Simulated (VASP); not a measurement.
# WC in VASP: notebook, part 3 of 3

VASP 6.6.1. Earlier steps stand in the parts before.

**5. Single point, PBEsol (strained)**

The input, INCAR:

```
PREC = Accurate
ENCUT = 600
EDIFF = 1E-6
ISMEAR = 0
SIGMA = 0.1
LREAL = False
LASPH = True
NELM = 120
ALGO = Normal
ISIF = 2
LWAVE = False
LCHARG = False
GGA = PS
NBANDS = 16
GGA_COMPAT = False
```

The input, KPOINTS:

```
Automatic mesh
0
Gamma
  16 16 16
```

The input, POSCAR:

```
WC
1.0
    0.0000000000      2.2806983358      2.2806983358
    2.2806983358      0.0000000000      2.2806983358
    2.2806983358      2.2806983358      0.0000000000
W C
1 1
Direct
    0.0000000000      0.0000000000      0.0000000000
    0.5000000000      0.5000000000      0.5000000000
```

Potentials or basis: VASP PAW PBE potentials, release 64 (W_sv, C).

On the command line:

```console
> cat potpaw_PBE.64/W_sv/POTCAR potpaw_PBE.64/C/POTCAR > POTCAR
> mpirun -np 1 vasp_std > vasp.out
```

OUTCAR:

```text
PREC = Accurate
   ENCUT = 600
   EDIFF = 1E-6
   ISMEAR = 0
   LREAL = False
   LASPH = True
   NELM = 120
   ISIF = 2
   GGA = PS

 ion  position               nearest neighbor table
   1  0.000  0.000  0.000-   2 2.28   2 2.28   2 2.28   2 2.28   2 2.28   2 2.28
   2  0.500  0.500  0.500-   1 2.28   1 2.28   1 2.28   1 2.28   1 2.28   1 2.28

  LATTYP: Found a face centered cubic cell.
 ALAT       =     4.5613966716

  Lattice vectors:

 A1 = (   0.0000000000,   2.2806983358,   2.2806983358)
 A2 = (   2.2806983358,   0.0000000000,   2.2806983358)
 A3 = (   2.2806983358,   2.2806983358,   0.0000000000)

Analysis of symmetry for initial positions (statically):
=====================================================================
 Subroutine PRICEL returns:
 Original cell was already a primitive cell.

 Routine SETGRP: Setting up the symmetry group for a
 face centered cubic supercell.

 Subroutine GETGRP returns: Found 48 space group operations
 (whereof 48 operations were pure point group operations)
 out of a pool of 48 trial point group operations.

The static configuration has the point symmetry O_h .

Analysis of symmetry for dynamics (positions and initial velocities):
=====================================================================
 Subroutine PRICEL returns:
 Original cell was already a primitive cell.

 Routine SETGRP: Setting up the symmetry group for a
 face centered cubic supercell.

 Subroutine GETGRP returns: Found 48 space group operations
 (whereof 48 operations were pure point group operations)
 out of a pool of 48 trial point group operations.

The dynamic configuration has the point symmetry O_h .

 Subroutine INISYM returns: Found 48 space group operations
 (whereof 48 operations are pure point group operations),
 and found     1 'primitive' translations

[... 107 lines left out ...]
   EMIN   =  10.00;   EMAX   =-10.00  energy-range for DOS
   EFERMI =   0.00;   METHOD = LEGACY
   ISMEAR =     0;   SIGMA  =   0.10  broadening in eV -4-tet -1-fermi 0-gaus
   EFERMI_NEDOS =   21; number of points for ismear=-14 and -15
   IALGO  =     38    algorithm
   IMIX   =      4    mixing-type and parameters
     AMIX     =   0.40;   BMIX     =  1.00
     AMIX_MAG =   1.60;   BMIX_MAG =  1.00
  volume/ion in A,a.u.               =      11.86        80.06
  Fermi-wavevector in a.u.,A,eV,Ry     =   1.493096  2.821543 30.331966  2.229337
  Thomas-Fermi vector in A             =   2.605540
   LORBIT       =      0    0 simple, 1 ext, 2 COOP (PROOUT), +10 PAW based schemes
   GGA     = PS    functional components
   LHFCALC =     F    Hartree Fock is set to
   AEXX    =    0.0000 exact exchange contribution
   IVDW    =     0    specifies the selected vdW correction
   LEPSILON=     F    determine dielectric tensor
   LRPA    =     F    only Hartree local field effects (RPA)
 non-spin polarized calculation
 Gauss-broadening in eV      SIGMA  =   0.10
  energy-cutoff  :      600.00
  volume of cell :       23.73
 maximum number of plane-waves:       817
 NGX is ok and might be reduce to    28
   NGX = 13   NGY = 13   NGZ = 13

 number of electron      18.0000002 magnetization

 Free energy of the ion-electron system (eV)
  ---------------------------------------------------
  ext. energy  EPLUGINS =         0.00000000
  ---------------------------------------------------
  free energy    TOTEN  =       -22.54463069 eV

  energy without entropy =      -22.53801548  energy(sigma->0) =      -22.54132308

 E-fermi :  10.5188     XC(G=0): -13.1990

 val. band max:       10.5176395862   @ k =  -0.3750   0.2500   0.0000
 cond. band min:      10.5309506468   @ k =  -0.3125   0.2500   0.0625
 fundamental gap:      0.0133110606
 Fermi energy:        10.5188088162

 k-point     1 :       0.0000    0.0000    0.0000
  band No.  band energies     occupation
      1     -64.9473      2.00000
      2     -28.9422      2.00000
      3     -28.9422      2.00000
      4     -28.9422      2.00000
      5      -4.2267      2.00000
      6       8.1659      2.00000
[... 433 lines left out ...]
      3     -28.9526      2.00000
      4     -28.9439      2.00000
      5      -3.9782      2.00000
      6       7.4602      2.00000
[... 8 lines left out ...]
     15      20.8138      0.00000
     16      29.0980      0.00000

 [... further k-points ...]
[... 5 lines left out ...]
  --------------------------------------------------------------------------------------
  -------------------------------------------------------------------------------------
  Total       -6.0520881     -6.0520881     -6.0520881      0.0000000     -0.0000000     -0.0000000
  in kB     -408.6789684   -408.6789684   -408.6789684      0.0000000     -0.0000000     -0.0000000
  external PRESSURE =    -408.6789684 kB  Pullay stress =       0.0000000 kB

 VOLUME and BASIS-vectors are now :
 -----------------------------------------------------------------------------
  energy-cutoff  :      600.00
  volume of cell :       23.73
      direct lattice vectors                 reciprocal lattice vectors
     0.000000000  2.280698336  2.280698336    -0.219231098  0.219231098  0.219231098
     2.280698336  0.000000000  2.280698336     0.219231098 -0.219231098  0.219231098
     2.280698336  2.280698336  0.000000000     0.219231098  0.219231098 -0.219231098

 POSITION                                       TOTAL-FORCE (eV/Angst)
 -----------------------------------------------------------------------------------
      0.00000      0.00000      0.00000         0.000000      0.000000     -0.000000
      2.28070      2.28070      2.28070        -0.000000      0.000000      0.000000
 -----------------------------------------------------------------------------------
    total drift:                               -0.000000      0.000000      0.000000

  FREE ENERGIE OF THE ION-ELECTRON SYSTEM (eV)
  ---------------------------------------------------
  free  energy   TOTEN  =       -22.5446306870 eV

  energy  without entropy=      -22.5380154815  energy(sigma->0) =      -22.54132308
```

OSZICAR:

```text
N       E                     dE             d eps       ncg     rms          rms(c)
DAV:   1     0.116524828318E+03    0.11652E+03   -0.10085E+04  4648   0.135E+03
DAV:   2    -0.221536221831E+02   -0.13868E+03   -0.13399E+03  5680   0.351E+02
DAV:   3    -0.258122158147E+02   -0.36586E+01   -0.36254E+01  4960   0.522E+01
DAV:   4    -0.258338316084E+02   -0.21616E-01   -0.21614E-01  6192   0.466E+00
DAV:   5    -0.258340144299E+02   -0.18282E-03   -0.18282E-03  5008   0.408E-01    0.246E+01
DAV:   6    -0.227551724529E+02    0.30788E+01   -0.88573E+00  5816   0.267E+01    0.566E+00
DAV:   7    -0.225850945076E+02    0.17008E+00   -0.67601E-01  5240   0.623E+00    0.492E+00
DAV:   8    -0.225472606025E+02    0.37834E-01   -0.14308E-01  5048   0.314E+00    0.103E+00
DAV:   9    -0.225448362265E+02    0.24244E-02   -0.62380E-03  4904   0.798E-01    0.138E-01
DAV:  10    -0.225446354589E+02    0.20077E-03   -0.63361E-04  5744   0.264E-01    0.433E-02
DAV:  11    -0.225446327014E+02    0.27575E-05   -0.40666E-05  5224   0.534E-02    0.314E-02
DAV:  12    -0.225446307837E+02    0.19177E-05   -0.50236E-06  5328   0.170E-02    0.743E-03
DAV:  13    -0.225446306870E+02    0.96657E-07   -0.36120E-07  2752   0.575E-03
   1 F= -.22544631E+02 E0= -.22541323E+02  d E =-.661521E-02
```

Run time: 40 s. Hardware: 1 thread of Intel Xeon 6975P-C (Granite Rapids), shared host; peak memory 0.21 GiB.

Results:

- Free energy: -22.5446 eV
- Pressure: -40.9 GPa
- Band gap on the k mesh: zero (band 9 reaches 11.33 eV, above the bottom of band 10 at 8.75 eV)

Levels at points of the mesh, in eV from the Fermi level:
```csv
k point,band 6,band 7,band 8,band 9,band 10,band 11,band 12,band 13
"(0.00, 0.00, 0.00)",-2.35,-2.35,-2.35,-0.88,-0.88,-0.80,-0.80,-0.80
"(0.50, 0.00, 0.00)",-8.81,-5.77,-5.77,0.81,0.81,1.88,4.72,7.61
"(0.50, 0.50, 0.00)",-5.23,-4.93,-2.25,-2.25,0.64,1.82,1.82,4.35
```

Caveat: the cell differs from its parent crystal (strained); the PAW data sets were made with another functional, which shifts forces and pressure a little; spin-orbit coupling is left out, which moves the levels of the heavy elements.

**6. Single point, PBEsol (one atom moved)**

The input, INCAR:

```
SYSTEM = WC
PREC     = Accurate       ! precision mode
ENCUT    = 600            ! plane-wave cutoff, eV
EDIFF    = 1E-6           ! SCF threshold, eV
ISMEAR   = 0              ! smearing method
SIGMA    = 0.1            ! smearing width, eV
LREAL    = .FALSE.        ! projectors in reciprocal space
LASPH    = .TRUE.         ! aspherical terms in the spheres
NELM     = 120            ! most SCF steps
ALGO     = Normal         ! electronic algorithm
ISIF     = 2              ! what is computed and relaxed
LWAVE    = .FALSE.        ! write WAVECAR
LCHARG   = .FALSE.        ! write CHGCAR
GGA      = PS             ! functional
NBANDS   = 16             ! bands
GGA_COMPAT= .FALSE.
```

The input, KPOINTS:

```
regular mesh
0
G
  14 14 14
  0 0 0
```

The input, POSCAR:

```
WC
1.0
    0.0000000000      2.1926840000      2.1926840000
    2.1926840000      0.0000000000      2.1926840000
    2.1926840000      2.1926840000      0.0000000000
W C
1 1
Direct
    0.0000000000      0.0000000000      0.0000000000
    0.4897386035      0.5102613965      0.5102613965
```

Potentials or basis: VASP PAW PBE potentials, release 64 (W_sv, C).

On the command line:

```console
> cat potpaw_PBE.64/W_sv/POTCAR potpaw_PBE.64/C/POTCAR > POTCAR
> mpirun -np 1 vasp_std > vasp.out
```

It took 64 s on 1 thread of Intel Xeon 6975P-C (Granite Rapids), shared host; peak memory 0.24 GiB.

Results (log left out):

```
Free energy            : -22.9760 eV
Pressure               : -8.8 GPa
Largest force          : 0.293 eV/Å
Band gap on the k mesh : zero (band 9 reaches 13.29 eV, above the bottom of band 10 at 10.23 eV)
```

Forces on the atoms (eV/Å):
```
W    0.293  0.000  0.000
C   -0.293  0.000  0.000
```

Stress tensor (GPa, compression positive):
```
-8.10  0.00  0.00
 0.00 -9.21  0.00
 0.00  0.00 -9.21
```

Levels at points of the mesh, in eV from the Fermi level:
```tsv
k point	band 6	band 7	band 8	band 9	band 10	band 11	band 12	band 13
(0.00, 0.00, 0.00)	-2.79	-2.79	-2.73	-1.43	-0.94	-0.92	-0.92	-0.49
(0.50, 0.00, 0.00)	-9.77	-6.54	-6.53	1.07	1.08	2.36	4.91	8.80
(0.50, 0.50, 0.00)	-5.79	-5.55	-2.46	-2.40	0.90	2.30	2.30	5.45
(0.00, 0.50, 0.50)	-5.76	-5.54	-2.44	-2.44	0.88	2.30	2.30	5.39
```

Caveat: the cell differs from its parent crystal (one atom moved); the PAW data sets were made with another functional, which shifts forces and pressure a little; spin-orbit coupling is left out, which moves the levels of the heavy elements.

**7. Summary**

```csv
task,cell,k mesh,cutoff (eV),gap on the mesh (eV),pressure (GPa)
single point,"a = 3.073 Å, angles 60.0°, 2 atoms",16 × 16 × 16,520,none,1.1
relaxation of cell and atoms,"relaxed from a = 3.074 Å, angles 60.0°, 2 atoms",16 × 16 × 16,600,-,0.0
single point,"a = 3.225 Å, angles 60.0°, 2 atoms",16 × 16 × 16,600,none,-40.9
single point,"a = 3.101 Å, angles 60.0°, 2 atoms",14 × 14 × 14,600,none,-8.8
```

Alike in all rows: level PBEsol; potentials or basis VASP PAW PBE potentials, release 64 (W_sv, C); no spin polarisation; smearing gaussian 0.1 eV.

Caveats: the PAW data sets were made with another functional, which shifts forces and pressure a little; spin-orbit coupling is left out, which moves the levels of the heavy elements; the bands computed are all filled at some k points, so no gap is given (some runs).

Total energies depend on the potentials used, so only differences within one code and one set of settings carry meaning.
